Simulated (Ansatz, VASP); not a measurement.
**La2O3 in VASP and in Ansatz**

```xyz
5
Lattice="3.9225 0.0000 0.0000 -1.9613 3.3970 0.0000 0.0000 0.0000 6.0999" Properties=species:S:1:pos:R:3 pbc="T T T"
La    1.9613    1.1323    4.6010
La    0.0000    2.2647    1.4989
O     1.9613    1.1323    2.1585
O     0.0000    2.2647    3.9414
O     0.0000    0.0000    0.0000
```

Alike in both runs: functional PBE; dispersion D3(BJ); k mesh 9 × 9 × 4; occupations gaussian, width 0.02 eV; no spin polarisation.

Ansatz relaxed the structure, and its values are those at the end. VASP's run is a single point on that final structure, the one shown.

|  | VASP | Ansatz |
| --- | --- | --- |
| version | VASP 6.6.1 | Ansatz 0.2.0 |
| potentials or method | VASP PAW PBE potentials, release 64 (La, O), cutoff 520 eV | scalar-relativistic, plane waves, PAW |
| valence electrons in the cell | 40 | 40 |

Ansatz gave:

| Property | Result |
| --- | --- |
| gap on the k mesh at the Fermi level (eV) | 3.88 |
| least direct gap on the mesh (eV) | 3.97 |
| pressure (GPa) | 0.0 |
| rms of the force components (eV/Å) | 0.000 |

Estimate VASP's values.

gap on the k mesh at the Fermi level (eV): 3.89; least direct gap on the mesh (eV): 3.98; pressure (GPa): -0.3; rms of the force components (eV/Å): 0.005.

Spin-orbit coupling is off throughout.
